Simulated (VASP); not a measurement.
# HgTe (Coloradoite) (F-43m) in VASP: notebook

The runs below take HgTe (Coloradoite) through single point, relaxation of cell and atoms, with PBE.

Everything below comes from runs of VASP 6.6.1. Logs are shortened: lines on timing, memory, paths and dates and some standing lists are left out, and cuts for length are marked.

### Step 1. The cell of the first run

The structure is cubic, space group F-43m (No. 216). Conventional cell: a = 6.652 Å, b = 6.652 Å, c = 6.652 Å, α = 90.00°, β = 90.00°, γ = 90.00°. Within 3.8 Å of Hg (site symmetry -43m) lie 4 Te at 2.88 Å. Te (site symmetry -43m) has 4 Hg at 2.88 Å within 3.8 Å.

### Step 2. Single point, PBE

INCAR reads:

```
SYSTEM = HgTe
PREC = Accurate
ENCUT = 520
EDIFF = 1E-6
ISMEAR = -1
SIGMA = 0.05
LREAL = .False.
LASPH = .True.
NELM = 60
ALGO = Normal
ISIF = 2
LWAVE = .False.
LCHARG = .False.
GGA = PE
NBANDS = 16
```

KPOINTS reads:

```
regular mesh
0
Gamma
  7 7 7
  0 0 0
```

POSCAR reads:

```
HgTe
1.0
    0.0000000000      3.3258454577      3.3258454577
    3.3258454577      0.0000000000      3.3258454577
    3.3258454577      3.3258454577      0.0000000000
Hg Te
1 1
Direct
    0.0000000000      0.0000000000      0.0000000000
    0.7500000000      0.7500000000      0.7500000000
```

Potentials or basis: VASP PAW PBE potentials, release 64 (Hg, Te).

Started as:

```bash
> cat potpaw_PBE.64/Hg/POTCAR potpaw_PBE.64/Te/POTCAR > POTCAR
> mpirun -np 1 vasp_std > vasp.out
```

OUTCAR:

```text
SYSTEM = HgTe
   PREC = Accurate
   ENCUT = 520
   EDIFF = 1E-6
   ISMEAR = -1
   LREAL = .False.
   LASPH = .True.
   NELM = 60
   ISIF = 2
   GGA = PE

 ion  position               nearest neighbor table
   1  0.000  0.000  0.000-   2 2.88   2 2.88   2 2.88   2 2.88
   2  0.750  0.750  0.750-   1 2.88   1 2.88   1 2.88   1 2.88

  LATTYP: Found a face centered cubic cell.
 ALAT       =     6.6516909154

  Lattice vectors:

 A1 = (   0.0000000000,   3.3258454577,   3.3258454577)
 A2 = (   3.3258454577,   0.0000000000,   3.3258454577)
 A3 = (   3.3258454577,   3.3258454577,   0.0000000000)

Analysis of symmetry for initial positions (statically):
=====================================================================
 Subroutine PRICEL returns:
 Original cell was already a primitive cell.

 Routine SETGRP: Setting up the symmetry group for a
 face centered cubic supercell.

 Subroutine GETGRP returns: Found 24 space group operations
 (whereof 24 operations were pure point group operations)
 out of a pool of 48 trial point group operations.

The static configuration has the point symmetry T_d .

Analysis of symmetry for dynamics (positions and initial velocities):
=====================================================================
 Subroutine PRICEL returns:
 Original cell was already a primitive cell.

 Routine SETGRP: Setting up the symmetry group for a
 face centered cubic supercell.

 Subroutine GETGRP returns: Found 24 space group operations
 (whereof 24 operations were pure point group operations)
 out of a pool of 48 trial point group operations.

The dynamic configuration has the point symmetry T_d .

 Subroutine INISYM returns: Found 24 space group operations
 (whereof 24 operations are pure point group operations),
 and found     1 'primitive' translations

----------------------------------------------------------------------------------------

                                     Primitive cell

  volume of cell :      73.5760

  direct lattice vectors                    reciprocal lattice vectors
     0.000000000  3.325845458  3.325845458    -0.150337713  0.150337713  0.150337713
     3.325845458  0.000000000  3.325845458     0.150337713 -0.150337713  0.150337713
     3.325845458  3.325845458  0.000000000     0.150337713  0.150337713 -0.150337713

  length of vectors
     4.703455753  4.703455753  4.703455753     0.260392557  0.260392557  0.260392557

  position of ions in fractional coordinates (direct lattice)
     0.000000000  0.000000000  0.000000000
     0.750000000  0.750000000  0.750000000

  ion indices of the primitive-cell ions
   primitive index   ion index
                 1           1
                 2           2

----------------------------------------------------------------------------------------

 KPOINTS: regular mesh

Automatic generation of k-mesh.
 Grid dimensions read from file:
 generate k-points for:    7    7    7

 Generating k-lattice:

  Cartesian coordinates                     Fractional coordinates (reciprocal lattice)
    -0.021476816  0.021476816  0.021476816     0.142857143  0.000000000  0.000000000
     0.021476816 -0.021476816  0.021476816     0.000000000  0.142857143  0.000000000
     0.021476816  0.021476816 -0.021476816     0.000000000  0.000000000  0.142857143

  Length of vectors
     0.037198937  0.037198937  0.037198937

  Shift w.r.t. Gamma in fractional coordinates (k-lattice)
     0.000000000  0.000000000  0.000000000

 Subroutine IBZKPT returns following result:
 ===========================================

 Found     20 irreducible k-points:

 Following reciprocal coordinates:
            Coordinates               Weight
  0.000000  0.000000  0.000000      1.000000
  0.142857  0.000000  0.000000      8.000000
  0.285714  0.000000  0.000000      8.000000
  0.428571  0.000000  0.000000      8.000000
  0.142857  0.142857  0.000000      6.000000
  0.285714  0.142857  0.000000     24.000000
[... 12 lines left out ...]
 -0.428571  0.428571  0.142857     24.000000
 -0.285714  0.428571  0.142857     24.000000
   k-points           NKPTS =     20   k-points in BZ     NKDIM =     20   number of bands    NBANDS=     16
   number of dos      NEDOS =    301   number of ions     NIONS =      2
   total plane-waves  NPLWV =  46656
   dimension x,y,z NGX =    36 NGY =   36 NGZ =   36
   dimension x,y,z NGXF=    72 NGYF=   72 NGZF=   72
   ions per type =               1   1
   NGX,Y,Z   is equivalent  to a cutoff of  12.72, 12.72, 12.72 a.u.
   NGXF,Y,Z  is equivalent  to a cutoff of  25.45, 25.45, 25.45 a.u.
 SYSTEM =  HgTe
   PREC   = accura    normal or accurate (medium, high low for compatibility)
   ISTART =      0    job   : 0-new  1-cont  2-samecut
   ICHARG =      2    charge: 1-file 2-atom 10-const
   ISPIN  =      1    spin polarized calculation?
   LNONCOLLINEAR =      F non collinear calculations
   LSORBIT =      F    spin-orbit coupling
   LASPH  =      T    aspherical Exc in radial PAW
   ENCUT  =  520.0 eV  38.22 Ry    6.18 a.u.   8.75  8.75  8.75*2*pi/ulx,y,z
   NELM   =     60;   NELMIN=  2; NELMDL= -5     # of ELM steps
   EDIFF  = 0.1E-05   stopping-criterion for ELM
   LREAL  =      F    real-space projection
   EDIFFG = 0.1E-04   stopping-criterion for IOM
   NSW    =      0    number of steps for IOM
   IBRION =     -1    ionic relax: 0-MD 1-quasi-New 2-CG
   NFREE  =      0    steps in history (QN), initial steepest desc. (CG)
   ISIF   =      2    stress and relaxation
   ISYM   =      2    0-nonsym 1-usesym 2-fastsym
   POTIM  = 0.5000    time-step for ionic-motion
   TEBEG  =    0.0;   TEEND  =   0.0 temperature during run
   PSTRESS=    0.0 pullay stress
   NELECT =      18.0000    total number of electrons
   NUPDOWN=      -1.0000    fix difference up-down
   EMIN   =  10.00;   EMAX   =-10.00  energy-range for DOS
   EFERMI =   0.00;   METHOD = LEGACY
   ISMEAR =    -1;   SIGMA  =   0.05  broadening in eV -4-tet -1-fermi 0-gaus
   EFERMI_NEDOS =   21; number of points for ismear=-14 and -15
   IALGO  =     38    algorithm
   IMIX   =      4    mixing-type and parameters
     AMIX     =   0.40;   BMIX     =  1.00
     AMIX_MAG =   1.60;   BMIX_MAG =  1.00
  volume/ion in A,a.u.               =      36.79       248.26
  Fermi-wavevector in a.u.,A,eV,Ry     =   1.023891  1.934873 14.263697  1.048352
  Thomas-Fermi vector in A             =   2.157649
   LORBIT       =      0    0 simple, 1 ext, 2 COOP (PROOUT), +10 PAW based schemes
   GGA     = PE    functional components
   LHFCALC =     F    Hartree Fock is set to
   AEXX    =    0.0000 exact exchange contribution
   IVDW    =     0    specifies the selected vdW correction
   LEPSILON=     F    determine dielectric tensor
   LRPA    =     F    only Hartree local field effects (RPA)
 non-spin polarized calculation
  energy-cutoff  :      520.00
  volume of cell :       73.58
 maximum number of plane-waves:      2004
   NGX = 17   NGY = 17   NGZ = 17

 number of electron      17.9999998 magnetization

 Free energy of the ion-electron system (eV)
  ---------------------------------------------------
  ext. energy  EPLUGINS =         0.00000000
  ---------------------------------------------------
  free energy    TOTEN  =        -3.64785253 eV

  energy without entropy =       -3.64703969  energy(sigma->0) =       -3.64744611

 E-fermi :   2.2811     XC(G=0):  -8.3551

 val. band max:        2.2326637039   @ k =   0.0000   0.0000   0.0000
 cond. band min:       2.8680900646   @ k =   0.1429   0.0000   0.0000
 fundamental gap:      0.6354263606
 Fermi energy:         2.2811272522

 k-point     1 :       0.0000    0.0000    0.0000
  band No.  band energies     occupation
      1      -9.1781      2.00000
      2      -4.6589      2.00000
      3      -4.6589      2.00000
      4      -4.6589      2.00000
      5      -4.2275      2.00000
      6      -4.2275      2.00000
[... 8 lines left out ...]
     15      11.6600      0.00000
     16      11.6600      0.00000

 k-point     2 :       0.1429    0.0000    0.0000
  band No.  band energies     occupation
      1      -9.0954      2.00000
      2      -4.6364      2.00000
      3      -4.6364      2.00000
      4      -4.6183      2.00000
      5      -4.2292      2.00000
      6      -4.2292      2.00000
[... 8 lines left out ...]
     15      10.8820      0.00000
     16      10.8820      0.00000

 k-point     3 :       0.2857    0.0000    0.0000
  band No.  band energies     occupation
      1      -8.9000      2.00000
      2      -4.5908      2.00000
      3      -4.5908      2.00000
      4      -4.4442      2.00000
      5      -4.2257      2.00000
      6      -4.2257      2.00000
[... 8 lines left out ...]
     15      10.8292      0.00000
     16      10.8292      0.00000

 k-point     4 :       0.4286    0.0000    0.0000
  band No.  band energies     occupation
      1      -8.7329      2.00000
      2      -4.5611      2.00000
      3      -4.5611      2.00000
      4      -4.2133      2.00000
      5      -4.2133      2.00000
      6      -4.0849      2.00000
[... 8 lines left out ...]
     15      11.7936      0.00000
     16      11.7936      0.00000

 k-point     5 :       0.1429    0.1429    0.0000
  band No.  band energies     occupation
      1      -9.0676      2.00000
      2      -4.6352      2.00000
      3      -4.6141      2.00000
      4      -4.6141      2.00000
      5      -4.2417      2.00000
      6      -4.2180      2.00000
[... 8 lines left out ...]
     15      10.2592      0.00000
     16      11.7703      0.00000

 k-point     6 :       0.2857    0.1429    0.0000
  band No.  band energies     occupation
      1      -8.9087      2.00000
      2      -4.5942      2.00000
      3      -4.5640      2.00000
      4      -4.5068      2.00000
      5      -4.2417      2.00000
      6      -4.2099      2.00000
[... 8 lines left out ...]
     15      11.2601      0.00000
     16      11.6163      0.00000

 k-point     7 :       0.4286    0.1429    0.0000
  band No.  band energies     occupation
      1      -8.7293      2.00000
      2      -4.5556      2.00000
      3      -4.5291      2.00000
      4      -4.2925      2.00000
      5      -4.2044      2.00000
      6      -4.1363      2.00000
[... 8 lines left out ...]
     15      11.4193      0.00000
     16      12.2238      0.00000

 k-point     8 :      -0.4286    0.1429    0.0000
  band No.  band energies     occupation
      1      -8.6718      2.00000
      2      -4.5411      2.00000
      3      -4.5290      2.00000
      4      -4.2322      2.00000
      5      -4.2163      2.00000
      6      -3.9579      2.00000
[... 8 lines left out ...]
     15      11.6102      0.00000
     16      11.6771      0.00000

 k-point     9 :      -0.2857    0.1429    0.0000
  band No.  band energies     occupation
      1      -8.7854      2.00000
      2      -4.5617      2.00000
      3      -4.5512      2.00000
      4      -4.3262      2.00000
      5      -4.2380      2.00000
      6      -4.1881      2.00000
[... 8 lines left out ...]
     15      10.9521      0.00000
     16      12.2197      0.00000
[... 96 lines left out ...]
 k-point    15 :       0.4286    0.4286    0.0000
  band No.  band energies     occupation
      1      -8.5786      2.00000
      2      -4.4793      2.00000
      3      -4.4003      2.00000
      4      -4.4003      2.00000
      5      -4.1795      2.00000
      6      -3.9731      2.00000
[... 8 lines left out ...]
     15      12.4099      0.00000
     16      13.9268      0.00000

 k-point    16 :      -0.4286    0.4286    0.0000
  band No.  band energies     occupation
      1      -8.5462      2.00000
      2      -4.4777      2.00000
      3      -4.3996      2.00000
      4      -4.3629      2.00000
      5      -4.1877      2.00000
      6      -3.8208      2.00000
[... 8 lines left out ...]
     15      12.3728      0.00000
     16      13.4192      0.00000

 k-point    17 :       0.4286    0.2857    0.1429
  band No.  band energies     occupation
      1      -8.7561      2.00000
      2      -4.5453      2.00000
      3      -4.5165      2.00000
      4      -4.3856      2.00000
      5      -4.2165      2.00000
      6      -4.1804      2.00000
[... 8 lines left out ...]
     15      12.2619      0.00000
     16      12.4689      0.00000

 k-point    18 :      -0.4286    0.2857    0.1429
  band No.  band energies     occupation
      1      -8.6287      2.00000
      2      -4.5112      2.00000
      3      -4.4903      2.00000
      4      -4.2776      2.00000
      5      -4.2165      2.00000
      6      -3.9566      2.00000
[... 8 lines left out ...]
     15      11.9645      0.00000
     16      12.7185      0.00000

 k-point    19 :      -0.4286    0.4286    0.1429
  band No.  band energies     occupation
      1      -8.5723      2.00000
      2      -4.4766      2.00000
      3      -4.4389      2.00000
      4      -4.3392      2.00000
      5      -4.2000      2.00000
      6      -3.8846      2.00000
[... 8 lines left out ...]
     15      12.6728      0.00000
     16      13.0908      0.00000

 k-point    20 :      -0.2857    0.4286    0.1429
  band No.  band energies     occupation
      1      -8.5580      2.00000
      2      -4.4797      2.00000
      3      -4.4467      2.00000
      4      -4.2783      2.00000
      5      -4.2318      2.00000
      6      -3.7808      2.00000
[... 8 lines left out ...]
     15      12.1460      0.00000
     16      13.6695      0.00000

------------------------ aborting loop because EDIFF is reached ----------------------------------------

  FORCE on cell =-STRESS in cart. coord.  units (eV):
  Direction    XX          YY          ZZ          XY          YZ          ZX
  --------------------------------------------------------------------------------------
  -------------------------------------------------------------------------------------
  Total        0.0256125      0.0256125      0.0256125     -0.0000000      0.0000000      0.0000000
  in kB        0.5577332      0.5577332      0.5577332     -0.0000000      0.0000000      0.0000000
  external PRESSURE =       0.5577332 kB  Pullay stress =       0.0000000 kB

 VOLUME and BASIS-vectors are now :
 -----------------------------------------------------------------------------
  energy-cutoff  :      520.00
  volume of cell :       73.58
      direct lattice vectors                 reciprocal lattice vectors
     0.000000000  3.325845458  3.325845458    -0.150337713  0.150337713  0.150337713
     3.325845458  0.000000000  3.325845458     0.150337713 -0.150337713  0.150337713
     3.325845458  3.325845458  0.000000000     0.150337713  0.150337713 -0.150337713

 POSITION                                       TOTAL-FORCE (eV/Angst)
 -----------------------------------------------------------------------------------
      0.00000      0.00000      0.00000        -0.000000      0.000000      0.000000
      4.98877      4.98877      4.98877         0.000000     -0.000000     -0.000000
 -----------------------------------------------------------------------------------
    total drift:                                0.000000      0.000000      0.000000

  FREE ENERGIE OF THE ION-ELECTRON SYSTEM (eV)
  ---------------------------------------------------
  free  energy   TOTEN  =        -3.6478525285 eV

  energy  without entropy=       -3.6470396933  energy(sigma->0) =       -3.64744611
```

Run time: 39 s. Hardware: 1 thread of Intel Xeon Platinum 8488C (Sapphire Rapids), shared host; peak memory 0.21 GiB.

Results:

* Free energy: -3.6479 eV
* Pressure: 0.1 GPa
* Band gap on the k mesh: zero (filled and empty bands touch)

Levels at points of the mesh, in eV from the Fermi level:
```
           k point  band 7  band 8  band 9  band 10  band 11  band 12
(0.00, 0.00, 0.00)   -0.97   -0.05   -0.05    -0.05     4.32     4.32
```

Caveat: spin-orbit coupling is left out, which moves the levels of the heavy elements.

[end of part 1 of 2]
